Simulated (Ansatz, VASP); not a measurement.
H2O in VASP and in Ansatz

```
CELL_PARAMETERS angstrom
5.71028 0.00000 0.00000
-2.85514 4.94525 0.00000
0.00000 0.00000 22.66242
ATOMIC_POSITIONS crystal
O 0.98441 0.45404 0.66415
H 0.07891 0.34909 0.66720
H 0.79010 0.32000 0.66827
```

Alike in both runs: task single point; functional PBE; dispersion D3(BJ); k mesh 4 × 4 × 1; occupations gaussian, width 0.1 eV; no spin polarisation.

|  | VASP | Ansatz |
| --- | --- | --- |
| version | VASP 6.6.1 | Ansatz 0.2.0 |
| potentials or method | VASP PAW PBE potentials, release 64 (O, H), cutoff 520 eV | scalar-relativistic, plane waves, PAW |
| valence electrons in the cell | 8 | 8 |

|  | VASP | Ansatz | Ansatz less VASP |
| --- | --- | --- | --- |
| gap on the k mesh at the Fermi level (eV) | 5.37 | 5.38 | +0.013 |
| rms of the force components (eV/Å) | 0.455 | 0.507 | +0.0520 |

Atom by atom the forces differ by 0.053 eV/Å (rms over components).
